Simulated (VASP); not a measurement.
# Si7O12 (a cell with a defect) in VASP: settings compared

The runs below take Si7O12 (a cell with a defect) through single point, with PBEsol, PBEsol+D3(BJ).

All numbers are computed with VASP 6.6.1; they aren't measurements. Logs are shortened: lines on timing, memory, paths and dates and some standing lists are left out, and cuts for length are marked.

**1. The cell of the first run**

The cell holds a defect, 19 atoms: a = 9.902 Å, b = 4.951 Å, c = 5.443 Å, α = 90.00°, β = 90.00°, γ = 120.00°.

**2. Single point, PBEsol, collinear spin**

File INCAR:

```
PREC = Accurate
ENCUT = 520
EDIFF = 1E-6
ISMEAR = -1
SIGMA = 0.05
LREAL = Auto
LASPH = True
NELM = 150
ALGO = Normal
ISIF = 2
LWAVE = False
LCHARG = True
ISPIN = 2
MAGMOM = 0.25 0 0 0 0 0 0.25 0 0 0.25 0 0 0 0 0 0 0 0.25 0
LORBIT = 11
GGA = PS
LELF = True
LVHAR = True
NBANDS = 69
NELECT = 97.0
```

File KPOINTS:

```
regular mesh
0
Gamma
  3 3 3
```

File POSCAR:

```
Si7O12
1.0
    9.9016390000      0.0000000000      0.0000000000
   -2.4754100000      4.2875350000      0.0000000000
    0.0000000000      0.0000000000      5.4429400000
Si O
7 12
Direct
    0.2389130000      0.0177880000      0.3518410000
    0.7364070000      0.0161020000      0.3179370000
    0.9909480000      0.4277740000      0.6788760000
    0.4799620000      0.4500550000      0.6522140000
    0.2699530000      0.5329100000      0.9814460000
    0.7481850000      0.5432670000      0.0209870000
    0.3258230000      0.8436950000      0.4377740000
    0.2015620000      0.2788960000      0.2149790000
    0.6827040000      0.2515160000      0.2102180000
    0.3463990000      0.1567810000      0.5746840000
    0.8624550000      0.1458040000      0.5381650000
    0.4343880000      0.5827470000      0.8978890000
    0.9147920000      0.5276310000      0.9201360000
    0.1385580000      0.4138180000      0.7846550000
    0.6360610000      0.4353050000      0.8061770000
    0.0817890000      0.7456030000      0.4379300000
    0.5687920000      0.7070270000      0.4405190000
    0.3008790000      0.8613310000      0.0931810000
    0.7864320000      0.8193080000      0.0803910000
```

Potentials or basis: VASP PAW PBE potentials, release 64 (Si, O).

The run is started by

```bash
cat potpaw_PBE.64/Si/POTCAR potpaw_PBE.64/O/POTCAR > POTCAR
mpirun -np 1 vasp_std > vasp.out
```

OUTCAR:

```text
PREC = Accurate
   ENCUT = 520
   EDIFF = 1E-6
   ISMEAR = -1
   LREAL = Auto
   LASPH = True
   NELM = 150
   ISIF = 2
   ISPIN = 2
   LORBIT = 11
   GGA = PS
   NELECT = 97.0

 ion  position               nearest neighbor table
   1  0.239  0.018  0.352-  10 1.53  16 1.54   7 1.56   8 1.69  18 1.85   4 2.80   5 3.14
   2  0.736  0.016  0.318-   9 1.61  11 1.61  17 1.73  19 1.83   6 2.89   6 3.02   3 3.04
   3  0.991  0.428  0.679-  11 1.54  14 1.60  13 1.71  16 1.89   5 3.03   2 3.04
   4  0.480  0.450  0.652-  10 1.45  17 1.61  12 1.65  15 1.79   1 2.80   7 2.85   5 2.93
   5  0.270  0.533  0.981-  14 1.56  12 1.59  18 1.62   8 1.67   7 2.83   4 2.93   3 3.03   1 3.14

   6  0.748  0.543  0.021-  19 1.26  15 1.51   9 1.62  13 1.78   2 2.89   2 3.02
   7  0.326  0.844  0.438-   1 1.56  10 1.64  18 1.90  16 2.21   5 2.83   4 2.85
   8  0.202  0.279  0.215-   5 1.67   1 1.69
   9  0.683  0.252  0.210-   2 1.61   6 1.62
  10  0.346  0.157  0.575-   4 1.45   1 1.53   7 1.64
  11  0.862  0.146  0.538-   3 1.54   2 1.61
  12  0.434  0.583  0.898-   5 1.59   4 1.65
  13  0.915  0.528  0.920-   3 1.71   6 1.78
  14  0.139  0.414  0.785-   5 1.56   3 1.60
  15  0.636  0.435  0.806-   6 1.51   4 1.79
  16  0.082  0.746  0.438-   1 1.54   3 1.89   7 2.21
  17  0.569  0.707  0.441-   4 1.61   2 1.73
  18  0.301  0.861  0.093-   5 1.62   1 1.85   7 1.90
  19  0.786  0.819  0.080-   6 1.26   2 1.83

 -----------------------------------------------------------------------------
|                                                                             |
|           W    W    AA    RRRRR   N    N  II  N    N   GGGG   !!!           |
|           W    W   A  A   R    R  NN   N  II  NN   N  G    G  !!!           |
|           W    W  A    A  R    R  N N  N  II  N N  N  G       !!!           |
|           W WW W  AAAAAA  RRRRR   N  N N  II  N  N N  G  GGG   !            |
|           WW  WW  A    A  R   R   N   NN  II  N   NN  G    G                |
|           W    W  A    A  R    R  N    N  II  N    N   GGGG   !!!           |
|                                                                             |
|     The distance between some ions is very small. Please check the          |
|     nearest-neighbor list in the OUTCAR file.                               |
|     I HOPE YOU KNOW WHAT YOU ARE DOING!                                     |
|                                                                             |
 -----------------------------------------------------------------------------

  Warning from LATTYP: Monoclinic adjustment (A1->A3, A2->A1, A3->A2)!
  LATTYP: Found a simple orthorhombic cell.
 ALAT       =     4.9508192296
 B/A-ratio  =     1.0994018863
 C/A-ratio  =     1.7320508123

  Lattice vectors:

 A1 = (  -2.4754100000,   4.2875350000,   0.0000000000)
 A2 = (   0.0000000000,   0.0000000000,   5.4429400000)
 A3 = (   7.4262290000,   4.2875350000,   0.0000000000)

[... 218 lines left out ...]
 cond. band min:       2.4427760644   @ k =  -0.3333   0.3333  -0.3333
 fundamental gap:      0.0329279770
 Fermi energy:         2.4225993167

 spin component 1

 k-point     1 :       0.0000    0.0000    0.0000
  band No.  band energies     occupation
      1     -22.9979      1.00000
      2     -18.3754      1.00000
      3     -17.1468      1.00000
      4     -17.0051      1.00000
      5     -16.8606      1.00000
      6     -16.3009      1.00000
[... 871 lines left out ...]
     59      10.8934      0.00000
     60      11.2045      0.00000
 Fermi energy:         2.4225993167

 spin component 2

 k-point     1 :       0.0000    0.0000    0.0000
  band No.  band energies     occupation
      1     -23.0238      1.00000
      2     -18.4168      1.00000
      3     -17.2125      1.00000
      4     -17.0603      1.00000
      5     -16.9149      1.00000
      6     -16.3372      1.00000
[... 871 lines left out ...]
     59      10.8605      0.00000
     60      11.1681      0.00000
 [bands above 60 left out]

------------------------ aborting loop because EDIFF is reached ----------------------------------------

  FORCE on cell =-STRESS in cart. coord.  units (eV):
  Direction    XX          YY          ZZ          XY          YZ          ZX
  --------------------------------------------------------------------------------------
  -------------------------------------------------------------------------------------
  Total       12.5799954     41.9625693    -13.8550503    -20.3231562     16.2229391     23.5901404
  in kB       87.2253560    290.9540053    -96.0661476   -140.9137667    112.4842730    163.5659102
  external PRESSURE =      94.0377379 kB  Pullay stress =       0.0000000 kB

 VOLUME and BASIS-vectors are now :
 -----------------------------------------------------------------------------
  energy-cutoff  :      520.00
  volume of cell :      231.07
      direct lattice vectors                 reciprocal lattice vectors
     9.901639000  0.000000000  0.000000000     0.100993381  0.058308568  0.000000000
    -2.475410000  4.287535000  0.000000000     0.000000000  0.233234248  0.000000000
     0.000000000  0.000000000  5.442940000     0.000000000  0.000000000  0.183724237

 POSITION                                       TOTAL-FORCE (eV/Angst)
 -----------------------------------------------------------------------------------
      2.32160      0.07627      1.91505       -34.094856     16.580251    -19.681687
      7.25178      0.06904      1.73051         0.302867     -2.215656     -1.315118
      8.75309      1.83410      3.69508        -2.413159      3.059406      1.862640
      3.63834      1.92963      3.54996         9.243912     13.196678      7.190179
      1.35381      2.28487      5.34195         1.076428     -2.621524      2.274118
      6.06345      2.32928      0.11423        11.977612    -27.009379     -6.944205
[... 11 lines left out ...]
      0.84705      3.69299      0.50718        -1.383714      3.738375      2.646614
      5.75884      3.51281      0.43756        -9.353296     31.173940     11.977580
 -----------------------------------------------------------------------------------
    total drift:                                0.006841     -0.005241     -0.010506

  FREE ENERGIE OF THE ION-ELECTRON SYSTEM (eV)
  ---------------------------------------------------
  free  energy   TOTEN  =      -140.3306100889 eV

  energy  without entropy=     -140.2671594033  energy(sigma->0) =     -140.29888475

 total charge

# of ion       s       p       d       tot
------------------------------------------
    1        0.758   1.220   0.000   1.978
    2        0.603   0.846   0.000   1.449
    3        0.623   0.902   0.000   1.525
    4        0.656   1.019   0.000   1.675
    5        0.656   1.019   0.000   1.675
    6        0.771   1.344   0.000   2.114
[... 11 lines left out ...]
   18        1.570   3.520   0.000   5.090
   19        1.601   3.826   0.000   5.427
--------------------------------------------------
tot         23.870  50.573   0.000  74.443

 magnetization (x)

# of ion       s       p       d       tot
------------------------------------------
    1        0.001   0.001   0.000   0.002
    2        0.001   0.001   0.000   0.002
    3        0.001   0.002   0.000   0.003
    4        0.001   0.001   0.000   0.002
    5       -0.000  -0.000   0.000  -0.000
    6        0.002   0.004   0.000   0.006
[... 11 lines left out ...]
   18       -0.001  -0.029   0.000  -0.029
   19       -0.001  -0.058   0.000  -0.059
--------------------------------------------------
tot         -0.073  -0.699   0.000  -0.772
```

OSZICAR:

```text
N       E                     dE             d eps       ncg     rms          rms(c)
DAV:   1     0.561417257847E+03    0.56142E+03   -0.50413E+04  3896   0.130E+03
DAV:   2    -0.114677398266E+03   -0.67609E+03   -0.65162E+03  4721   0.305E+02
DAV:   3    -0.157617281518E+03   -0.42940E+02   -0.42549E+02  4808   0.798E+01
DAV:   4    -0.158185288470E+03   -0.56801E+00   -0.56655E+00  4808   0.994E+00
[... 50 lines left out ...]
DAV:  55    -0.140330603526E+03   -0.57138E-05   -0.43378E-06  3944   0.845E-03    0.208E-02
DAV:  56    -0.140330606103E+03   -0.25767E-05   -0.55676E-06  4224   0.107E-02    0.266E-02
DAV:  57    -0.140330610981E+03   -0.48786E-05   -0.71457E-06  4352   0.121E-02    0.226E-02
DAV:  58    -0.140330610089E+03    0.89242E-06   -0.50160E-06  3608   0.764E-03
   1 F= -.14033061E+03 E0= -.14029888E+03  d E =-.634507E-01  mag=    -0.9731
```

Run time: 29 min. Hardware: 1 thread of Intel Xeon Platinum 8488C (Sapphire Rapids), shared host; peak memory 0.61 GiB.

Results:

- Free energy: -140.3306 eV
- Largest force: 42.717 eV/Å
- Net moment: -0.97 μB per cell
- Site moments: Si +0.00, -0.00, +0.01, -0.08 (each value once); O -0.01, -0.05, -0.03, -0.23, -0.18, -0.06 (each value once) μB
- Valence electrons inside the program's atomic spheres: Si 1.98, 1.45, 1.52, 1.68, 2.11, 1.81 (each value once); O 5.10, 5.17, 5.47, 5.22, 5.01, 5.23, 5.15, 5.07, 5.11, 5.09, 5.43 (each value once)

Forces in eV/Å, atoms in the order of the input:
```
Si  -34.095  16.580 -19.682
Si    0.303  -2.216  -1.315
Si   -2.413   3.059   1.863
Si    9.244  13.197   7.190
Si    1.076  -2.622   2.274
Si   11.978 -27.009  -6.944
Si   31.543 -22.273   9.410
O     1.742  -0.051   1.029
O     0.173  -1.188   1.469
O    -2.237  -3.779   1.538
O    -0.351  -1.671  -1.550
O     0.191  -0.223  -1.551
O     0.423  -0.266  -1.652
O    -0.583  -0.399  -2.209
O    -5.527  -3.023  -6.464
O    -0.458  -3.486   2.860
O    -0.272   0.457  -0.890
O    -1.384   3.738   2.647
O    -9.353  31.174  11.978
```

Caveat: the k points lie up to 0.42 Å⁻¹ apart; the cell carries a net charge on a neutralising background, which shifts energy and pressure; the cell is charged against a uniform background, so pressure and absolute levels hang on convention; a moment this small can come from the mesh or the smearing; the PAW data sets were made with another functional, which shifts forces and pressure a little.

**3. Single point, PBEsol, collinear spin**

Edit INCAR of step 2 so:

```diff
@@ -2,3 +2,3 @@
 ENCUT = 520
-EDIFF = 1E-6
+EDIFF = 1E-7
 ISMEAR = -1
```

File KPOINTS:

```
Automatic mesh
0
Gamma
  2 2 2
  0.5 0.5 0.5
```

POSCAR is that of step 2.

Potentials or basis: VASP PAW PBE potentials, release 64 (Si, O).

The run is started by

```bash
cat potpaw_PBE.64/Si/POTCAR potpaw_PBE.64/O/POTCAR > POTCAR
mpirun -np 1 vasp_std > vasp.out
```

Run time: 7.8 min. Hardware: 1 thread of Oxide Virtual Turin-like, shared host; peak memory 0.42 GiB.

Results (log left out):

| Quantity | Value |
| --- | --- |
| Free energy | -140.2960 eV |
| Largest force | 42.738 eV/Å |
| Net moment | 0.00 μB per cell |
| Valence electrons inside the program's atomic spheres | Si 1.98, 1.45, 1.52, 1.68, 2.11, 1.81 (each value once); O 5.10, 5.17, 5.47, 5.22, 5.01, 5.23, 5.15, 5.07, 5.11, 5.09, 5.43 (each value once) |

Forces in eV/Å, atoms in the order of the input:
```
Si  -34.123  16.571 -19.686
Si    0.388  -2.207  -1.363
Si   -2.548   3.096   2.074
Si    9.292  13.173   7.237
Si    1.025  -2.629   2.259
Si   12.156 -26.971  -7.018
Si   31.522 -22.288   9.423
O     1.744  -0.035   1.042
O     0.129  -1.199   1.508
O    -2.238  -3.794   1.520
O    -0.370  -1.714  -1.625
O     0.189  -0.217  -1.548
O     0.451  -0.234  -1.736
O    -0.542  -0.401  -2.209
O    -5.610  -3.079  -6.521
O    -0.428  -3.474   2.832
O    -0.273   0.457  -0.883
O    -1.351   3.750   2.658
O    -9.412  31.193  12.037
```

Levels at points of the mesh, in eV from the Fermi level:
Spin up:
```
           k point  band 45  band 46  band 47  band 48  band 49  band 50  band 51  band 52  band 53  band 54
(0.25, 0.25, 0.25)    -1.09    -0.40    -0.26    -0.12     0.00     1.56     3.06     5.30     6.23     6.56
```
Spin down:
```tsv
k point	band 46	band 47	band 48	band 49	band 50	band 51	band 52	band 53
(0.25, 0.25, 0.25)	-0.40	-0.26	-0.12	0.00	1.56	3.06	5.29	6.23
```

Caveat: the k points lie up to 0.63 Å⁻¹ apart; the cell carries a net charge on a neutralising background, which shifts energy and pressure; the cell is charged against a uniform background, so pressure and absolute levels hang on convention; the PAW data sets were made with another functional, which shifts forces and pressure a little.

**4. Single point, PBEsol+D3(BJ), collinear spin**

File INCAR:

```
  ALGO = Normal
  EDIFF = 1E-6
  ENCUT = 520
  GGA = PS
  ISIF = 2
  ISMEAR = -1
  ISPIN = 2
  IVDW = 12
  LASPH = T
  LCHARG = F
  LORBIT = 11
  LREAL = Auto
  LWAVE = F
  MAGMOM = 0.25 0 0 0 0 0 0.25 0 0 0.25 0 0 0 0 0 0 0 0.25 0
  NBANDS = 69
  NELECT = 97.0
  NELM = 150
  PREC = Accurate
  SIGMA = 0.05
```

KPOINTS is that of step 3.

POSCAR is that of step 3.

The run is started by

```bash
cat potpaw_PBE.64/Si/POTCAR potpaw_PBE.64/O/POTCAR > POTCAR
mpirun -np 1 vasp_std > vasp.out
```

Wall time 7.4 min (1 thread of Oxide Virtual Turin-like, shared host); peak memory 0.42 GiB.

Results (log left out):

```
Free energy                                           : -142.7404 eV
Largest force                                         : 42.738 eV/Å
Net moment                                            : 0.00 μB per cell
Valence electrons inside the program's atomic spheres : Si 1.98, 1.45, 1.52, 1.68, 2.11, 1.81 (each value once); O 5.10, 5.17, 5.47, 5.22, 5.01, 5.23, 5.15, 5.07, 5.11, 5.09, 5.43 (each value once)
Dispersion energy per atom                            : -0.129 eV
```

Forces on the atoms (eV/Å):
```
Si  -34.121  16.571 -19.690
Si    0.387  -2.209  -1.361
Si   -2.546   3.097   2.075
Si    9.291  13.172   7.242
Si    1.027  -2.631   2.259
Si   12.154 -26.973  -7.020
Si   31.520 -22.281   9.419
O     1.744  -0.036   1.039
O     0.127  -1.201   1.507
O    -2.236  -3.793   1.520
O    -0.368  -1.713  -1.626
O     0.188  -0.217  -1.549
O     0.452  -0.232  -1.738
O    -0.541  -0.402  -2.206
O    -5.613  -3.081  -6.520
O    -0.428  -3.471   2.832
O    -0.274   0.458  -0.882
O    -1.349   3.750   2.659
O    -9.411  31.192  12.037
```

Levels at points of the mesh, in eV from the Fermi level:
Spin up:
| k point | band 47 | band 48 | band 49 | band 50 | band 51 | band 52 |
| --- | --- | --- | --- | --- | --- | --- |
| (0.25, 0.25, 0.25) | -0.26 | -0.12 | 0.00 | 1.56 | 3.06 | 5.30 |
Spin down:
```tsv
k point	band 45	band 46	band 47	band 48	band 49	band 50	band 51	band 52	band 53	band 54
(0.25, 0.25, 0.25)	-1.09	-0.40	-0.26	-0.12	0.00	1.56	3.06	5.29	6.23	6.56
```

Caveat: the k points lie up to 0.63 Å⁻¹ apart; the cell carries a net charge on a neutralising background, which shifts energy and pressure; the cell is charged against a uniform background, so pressure and absolute levels hang on convention; three body term missing; the PAW data sets were made with another functional, which shifts forces and pressure a little.
